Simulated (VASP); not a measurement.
# Zn (P-3m1) in VASP: notebook

Zn is run at these levels: PBE; tasks: single point.

Program: VASP 6.6.1. These are calculated values, not measurements. Logs are shortened: lines on timing, memory, paths and dates and some standing lists are left out, and cuts for length are marked.

### 1 The cell of the first run

It takes space group P-3m1 (No. 164, trigonal). Conventional cell: a = 2.670 Å, b = 2.670 Å, c = 4.966 Å, α = 90.00°, β = 90.00°, γ = 120.00°. Within 3.5 Å of Zn (site symmetry 3m) lie 12 Zn at 2.67 to 2.97 Å.

### 2 Single point, PBE

The input, INCAR:

```
SYSTEM = Zn
ALGO = Normal
EDIFF = 1E-7
ENCUT = 520
GGA = PE
ISIF = 2
ISMEAR = -1
LASPH = .TRUE.
LCHARG = .FALSE.
LREAL = .FALSE.
LWAVE = .FALSE.
NBANDS = 19
NELM = 100
PREC = Accurate
SIGMA = 0.1
```

The input, KPOINTS:

```
k-points
0
G
  12 12 6
  0 0 0
```

The input, POSCAR:

```
Zn
1.0
    2.6700000000      0.0000000000      0.0000000000
   -1.3350000000      2.3122878300      0.0000000000
    0.0000000000      0.0000000000      4.9660000000
Zn
2
Direct
    0.3333333333      0.6666666667      0.2500000000
    0.6666666667      0.3333333333      0.7399315344
```

Potentials or basis: VASP PAW PBE potentials, release 64 (Zn).

Started as:

```console
$ cat potpaw_PBE.64/Zn/POTCAR > POTCAR
$ mpirun -np 1 vasp_std > vasp.out
```

OUTCAR:

```text
SYSTEM = Zn
   EDIFF = 1E-7
   ENCUT = 520
   GGA = PE
   ISIF = 2
   ISMEAR = -1
   LASPH = .TRUE.
   LREAL = .FALSE.
   NELM = 100
   PREC = Accurate

 ion  position               nearest neighbor table
   1  0.333  0.667  0.250-   2 2.88   2 2.88   2 2.88   2 2.97   2 2.97   2 2.97
   2  0.667  0.333  0.740-   1 2.88   1 2.88   1 2.88   1 2.97   1 2.97   1 2.97

  LATTYP: Found a hexagonal cell.
 ALAT       =     2.6700000000
 C/A-ratio  =     1.8599250936

  Lattice vectors:

 A1 = (   2.6700000000,   0.0000000000,   0.0000000000)
 A2 = (  -1.3350000000,   2.3122878300,   0.0000000000)
 A3 = (   0.0000000000,   0.0000000000,   4.9660000000)

Analysis of symmetry for initial positions (statically):
=====================================================================
 Subroutine PRICEL returns:
 Original cell was already a primitive cell.

 Routine SETGRP: Setting up the symmetry group for a
 hexagonal supercell.

 Subroutine GETGRP returns: Found 12 space group operations
 (whereof  6 operations were pure point group operations)
 out of a pool of 24 trial point group operations.

The static configuration has the point symmetry C_3v.
 The point group associated with its full space group is D_3d.

Analysis of symmetry for dynamics (positions and initial velocities):
=====================================================================
 Subroutine PRICEL returns:
 Original cell was already a primitive cell.

 Routine SETGRP: Setting up the symmetry group for a
 hexagonal supercell.

 Subroutine GETGRP returns: Found 12 space group operations
 (whereof  6 operations were pure point group operations)
 out of a pool of 24 trial point group operations.

The dynamic configuration has the point symmetry C_3v.
 The point group associated with its full space group is D_3d.

 Subroutine INISYM returns: Found 12 space group operations
 (whereof  6 operations are pure point group operations),
 and found     1 'primitive' translations

----------------------------------------------------------------------------------------

                                     Primitive cell

  volume of cell :      30.6591

  direct lattice vectors                    reciprocal lattice vectors
     2.670000000  0.000000000  0.000000000     0.374531835  0.216236056  0.000000000
    -1.335000000  2.312287830  0.000000000     0.000000000  0.432472111  0.000000000
     0.000000000  0.000000000  4.966000000     0.000000000  0.000000000  0.201369311

[... 74 lines left out ...]
   PREC   = accura    normal or accurate (medium, high low for compatibility)
   ISTART =      0    job   : 0-new  1-cont  2-samecut
   ICHARG =      2    charge: 1-file 2-atom 10-const
   ISPIN  =      1    spin polarized calculation?
   LNONCOLLINEAR =      F non collinear calculations
   LSORBIT =      F    spin-orbit coupling
   LASPH  =      T    aspherical Exc in radial PAW
   ENCUT  =  520.0 eV  38.22 Ry    6.18 a.u.   4.96  4.96  9.23*2*pi/ulx,y,z
   NELM   =    100;   NELMIN=  2; NELMDL= -5     # of ELM steps
   EDIFF  = 0.1E-06   stopping-criterion for ELM
   LREAL  =      F    real-space projection
   EDIFFG = 0.1E-05   stopping-criterion for IOM
   NSW    =      0    number of steps for IOM
   IBRION =     -1    ionic relax: 0-MD 1-quasi-New 2-CG
   NFREE  =      0    steps in history (QN), initial steepest desc. (CG)
   ISIF   =      2    stress and relaxation
   ISYM   =      2    0-nonsym 1-usesym 2-fastsym
   POTIM  = 0.5000    time-step for ionic-motion
   TEBEG  =    0.0;   TEEND  =   0.0 temperature during run
   PSTRESS=    0.0 pullay stress
   NELECT =      24.0000    total number of electrons
   NUPDOWN=      -1.0000    fix difference up-down
   EMIN   =  10.00;   EMAX   =-10.00  energy-range for DOS
   EFERMI =   0.00;   METHOD = LEGACY
   ISMEAR =    -1;   SIGMA  =   0.10  broadening in eV -4-tet -1-fermi 0-gaus
   EFERMI_NEDOS =   21; number of points for ismear=-14 and -15
   IALGO  =     38    algorithm
   IMIX   =      4    mixing-type and parameters
     AMIX     =   0.40;   BMIX     =  1.00
     AMIX_MAG =   1.60;   BMIX_MAG =  1.00
  volume/ion in A,a.u.               =      15.33       103.45
  Fermi-wavevector in a.u.,A,eV,Ry     =   1.508778  2.851177 30.972445  2.276410
  Thomas-Fermi vector in A             =   2.619187
   LORBIT       =      0    0 simple, 1 ext, 2 COOP (PROOUT), +10 PAW based schemes
   GGA     = PE    functional components
   LHFCALC =     F    Hartree Fock is set to
   AEXX    =    0.0000 exact exchange contribution
   IVDW    =     0    specifies the selected vdW correction
   LEPSILON=     F    determine dielectric tensor
   LRPA    =     F    only Hartree local field effects (RPA)
 non-spin polarized calculation
  energy-cutoff  :      520.00
  volume of cell :       30.66
 maximum number of plane-waves:       855
   NGX =  9   NGY =  9   NGZ = 19

 number of electron      24.0000007 magnetization

 Free energy of the ion-electron system (eV)
  ---------------------------------------------------
  ext. energy  EPLUGINS =         0.00000000
  ---------------------------------------------------
  free energy    TOTEN  =        -2.20592988 eV

  energy without entropy =       -2.18579697  energy(sigma->0) =       -2.19586343

 E-fermi :   3.1475     XC(G=0): -11.5090

 val. band max:        3.0723506364   @ k =   0.3333   0.3333   0.0000
 cond. band min:       3.1645020354   @ k =   0.5000   0.0000   0.5000
 fundamental gap:      0.0921513990
 Fermi energy:         3.1475199322

 k-point     1 :       0.0000    0.0000    0.0000
  band No.  band energies     occupation
      1      -7.2883      2.00000
      2      -5.5216      2.00000
      3      -4.8360      2.00000
      4      -4.6112      2.00000
      5      -4.6112      2.00000
      6      -4.5625      2.00000
[... 505 lines left out ...]
      6      -4.4620      2.00000
[... 11 lines left out ...]
     18      19.5356      0.00000
     19      21.3303      0.00000

 [... further k-points ...]
[... 5 lines left out ...]
  --------------------------------------------------------------------------------------
  -------------------------------------------------------------------------------------
  Total       -0.3623387     -0.3623387      0.5619867      0.0000000      0.0000000      0.0000000
  in kB      -18.9350050    -18.9350050     29.3681594      0.0000000      0.0000000      0.0000000
  external PRESSURE =      -2.8339502 kB  Pullay stress =       0.0000000 kB

 VOLUME and BASIS-vectors are now :
 -----------------------------------------------------------------------------
  energy-cutoff  :      520.00
  volume of cell :       30.66
      direct lattice vectors                 reciprocal lattice vectors
     2.670000000  0.000000000  0.000000000     0.374531835  0.216236056  0.000000000
    -1.335000000  2.312287830  0.000000000     0.000000000  0.432472111  0.000000000
     0.000000000  0.000000000  4.966000000     0.000000000  0.000000000  0.201369311

 POSITION                                       TOTAL-FORCE (eV/Angst)
 -----------------------------------------------------------------------------------
     -0.00000      1.54153      1.24150        -0.000000      0.000000     -0.120100
      1.33500      0.77076      3.67450         0.000000      0.000000      0.120100
 -----------------------------------------------------------------------------------
    total drift:                               -0.000000      0.000000     -0.000036

  FREE ENERGIE OF THE ION-ELECTRON SYSTEM (eV)
  ---------------------------------------------------
  free  energy   TOTEN  =        -2.2059298840 eV

  energy  without entropy=       -2.1857969737  energy(sigma->0) =       -2.19586343
```

OSZICAR:

```text
N       E                     dE             d eps       ncg     rms          rms(c)
DAV:   1     0.113955386918E+03    0.11396E+03   -0.12358E+04  3944   0.199E+03
DAV:   2     0.281757743586E+01   -0.11114E+03   -0.10740E+03  3821   0.298E+02
DAV:   3    -0.237997393549E+01   -0.51976E+01   -0.51738E+01  4269   0.704E+01
DAV:   4    -0.241110805842E+01   -0.31134E-01   -0.31125E-01  4200   0.566E+00
DAV:   5    -0.241114811739E+01   -0.40059E-04   -0.40058E-04  4200   0.184E-01    0.391E+00
DAV:   6    -0.221873877620E+01    0.19241E+00   -0.76451E-01  4234   0.183E+01    0.296E+00
DAV:   7    -0.221015152867E+01    0.85872E-02   -0.26082E-02  4756   0.270E+00    0.153E+00
DAV:   8    -0.220591641301E+01    0.42351E-02   -0.17895E-03  5208   0.625E-01    0.474E-02
DAV:   9    -0.220592627609E+01   -0.98631E-05   -0.22395E-04  5103   0.186E-01    0.348E-02
DAV:  10    -0.220593033720E+01   -0.40611E-05   -0.21060E-05  4060   0.525E-02    0.287E-03
DAV:  11    -0.220593012348E+01    0.21371E-06   -0.32167E-07  3592   0.428E-03    0.128E-03
DAV:  12    -0.220592999221E+01    0.13128E-06   -0.23568E-08  2269   0.152E-03    0.591E-04
DAV:  13    -0.220592988286E+01    0.10935E-06   -0.39555E-09  2182   0.935E-04    0.401E-05
DAV:  14    -0.220592988397E+01   -0.11096E-08   -0.13233E-09  2143   0.311E-04
   1 F= -.22059299E+01 E0= -.21958634E+01  d E =-.201329E-01
```

It took 56 s on 1 thread of Intel Xeon 8259CL, shared host; peak memory 0.17 GiB.

What came out:

* Free energy: -2.2059 eV
* Pressure: -0.3 GPa
* Largest force: 0.120 eV/Å
* Band gap on the k mesh: zero (bands 12 and 13 overlap by 4.31 eV)

Forces in eV/Å, atoms in the order of the input:
```
Zn   0.000  0.000 -0.120
Zn   0.000  0.000  0.120
```

### 3 Single point, PBE

The input, INCAR:

```
ALGO = Normal
EDIFF = 1E-6
ENCUT = 520
GGA = PE
ISIF = 2
ISMEAR = -1
LASPH = True
LCHARG = False
LREAL = False
LWAVE = False
NBANDS = 19
NELM = 80
PREC = Accurate
SIGMA = 0.1
```

The input, KPOINTS:

```
k-points
0
Gamma
  12 12 6
```

Changes to POSCAR since step 2:

```diff
@@ -9,2 +9,2 @@
     0.3333333333      0.6666666667      0.2500000000
-    0.6666666667      0.3333333333      0.7399315344
+    0.6666666667      0.3333333333      0.7600684656
```

Potentials or basis: VASP PAW PBE potentials, release 64 (Zn).

Started as:

```console
$ cat potpaw_PBE.64/Zn/POTCAR > POTCAR
$ mpirun -np 1 vasp_std > vasp.out
```

It took 56 s on 1 thread of Intel Xeon 8259CL, shared host; peak memory 0.17 GiB.

Results (log left out):

* Free energy: -2.2059 eV
* Pressure: -0.3 GPa
* Largest force: 0.120 eV/Å
* Band gap on the k mesh: zero (bands 12 and 13 overlap by 4.31 eV)

Forces on the atoms (eV/Å):
```
Zn   0.000  0.000  0.120
Zn   0.000  0.000 -0.120
```

Stress tensor (GPa, compression positive):
```
-1.89  0.00  0.00
 0.00 -1.89  0.00
 0.00  0.00  2.94
```

Levels at points of the mesh, in eV from the Fermi level:
| k point | band 10 | band 11 | band 12 | band 13 | band 14 | band 15 |
| --- | --- | --- | --- | --- | --- | --- |
| (0.00, 0.00, 0.00) | -7.18 | -7.18 | -3.69 | -3.16 | 13.41 | 17.02 |
| (0.50, 0.00, 0.00) | -6.99 | -2.90 | -2.25 | 2.50 | 3.45 | 3.93 |
| (0.00, 0.00, 0.50) | -7.28 | -7.25 | -7.25 | 4.26 | 4.62 | 18.46 |
| (0.50, 0.00, 0.50) | -6.99 | -1.95 | -1.92 | 0.02 | 0.02 | 9.88 |

### 4 Single point, PBE

The input, INCAR:

```
SYSTEM = Zn
  ALGO = Normal
  EDIFF = 1E-7
  ENCUT = 520
  GGA = PE
  ISIF = 2
  ISMEAR = -1
  LASPH = .TRUE.
  LCHARG = .FALSE.
  LREAL = .FALSE.
  LWAVE = .FALSE.
  NBANDS = 19
  NELM = 60
  PREC = Accurate
  SIGMA = 0.1
```

The input, KPOINTS:

```
k-points
0
G
  12 12 6
  0 0 0
```

Changes to POSCAR since step 3:

```diff
@@ -9,2 +9,2 @@
     0.3333333333      0.6666666667      0.2500000000
-    0.6666666667      0.3333333333      0.7600684656
+    0.6666666667      0.3333333333      0.7701369311
```

Potentials or basis: VASP PAW PBE potentials, release 64 (Zn).

Started as:

```console
$ cat potpaw_PBE.64/Zn/POTCAR > POTCAR
$ mpirun -np 1 vasp_std > vasp.out
```

OUTCAR:

```text
SYSTEM = Zn
   EDIFF = 1E-7
   ENCUT = 520
   GGA = PE
   ISIF = 2
   ISMEAR = -1
   LASPH = .TRUE.
   LREAL = .FALSE.
   NELM = 60
   PREC = Accurate

 ion  position               nearest neighbor table
   1  0.333  0.667  0.250-   2 2.84   2 2.84   2 2.84   2 3.01   2 3.01   2 3.01
   2  0.667  0.333  0.770-   1 2.84   1 2.84   1 2.84   1 3.01   1 3.01   1 3.01

  LATTYP: Found a hexagonal cell.
 ALAT       =     2.6700000000
 C/A-ratio  =     1.8599250936

  Lattice vectors:

 A1 = (   2.6700000000,   0.0000000000,   0.0000000000)
[... 190 lines left out ...]
      4      -4.6193      2.00000
      5      -4.6193      2.00000
      6      -4.5702      2.00000
[... 505 lines left out ...]
      6      -4.4450      2.00000
[... 11 lines left out ...]
     18      19.5423      0.00000
     19      21.3411      0.00000

 [... further k-points ...]
[... 5 lines left out ...]
  --------------------------------------------------------------------------------------
  -------------------------------------------------------------------------------------
  Total       -0.3359475     -0.3359475      0.6146149      0.0000000     -0.0000000      0.0000000
  in kB      -17.5558589    -17.5558589     32.1183920      0.0000000     -0.0000000      0.0000000
  external PRESSURE =      -0.9977753 kB  Pullay stress =       0.0000000 kB

 VOLUME and BASIS-vectors are now :
 -----------------------------------------------------------------------------
  energy-cutoff  :      520.00
  volume of cell :       30.66
      direct lattice vectors                 reciprocal lattice vectors
     2.670000000  0.000000000  0.000000000     0.374531835  0.216236056  0.000000000
    -1.335000000  2.312287830  0.000000000     0.000000000  0.432472111  0.000000000
     0.000000000  0.000000000  4.966000000     0.000000000  0.000000000  0.201369311

 POSITION                                       TOTAL-FORCE (eV/Angst)
 -----------------------------------------------------------------------------------
     -0.00000      1.54153      1.24150        -0.000000      0.000000      0.243627
      1.33500      0.77076      3.82450         0.000000      0.000000     -0.243627
 -----------------------------------------------------------------------------------
    total drift:                               -0.000001      0.000000      0.000026

  FREE ENERGIE OF THE ION-ELECTRON SYSTEM (eV)
  ---------------------------------------------------
  free  energy   TOTEN  =        -2.1968249493 eV

  energy  without entropy=       -2.1764492568  energy(sigma->0) =       -2.18663710
```

Wall time 64 s (1 thread of Intel Xeon 8259CL, shared host); peak memory 0.17 GiB.

Results:

```
Free energy            : -2.1968 eV
Pressure               : -0.1 GPa
Largest force          : 0.244 eV/Å
Band gap on the k mesh : zero (bands 12 and 13 overlap by 4.32 eV)
```

Forces in eV/Å, atoms in the order of the input:
```
Zn   0.000  0.000  0.244
Zn   0.000  0.000 -0.244
```

Stress tensor (GPa, compression positive):
```
-1.76  0.00  0.00
 0.00 -1.76  0.00
 0.00  0.00  3.21
```

### 5 Summary

```csv
cell,gap on the mesh (eV),pressure (GPa),largest force (eV/Å)
"as given, atomic positions A",none,-0.3,0.12
"as given, atomic positions B",none,-0.3,0.12
"as given, atomic positions C",none,-0.1,0.24
```

Alike in all rows: task single point; level PBE; potentials or basis VASP PAW PBE potentials, release 64 (Zn); no spin polarisation; k mesh 12 × 12 × 6; cutoff (eV) 520; smearing fermi-dirac 0.1 eV.

Absolute energies hang on the potentials; compare differences alone.
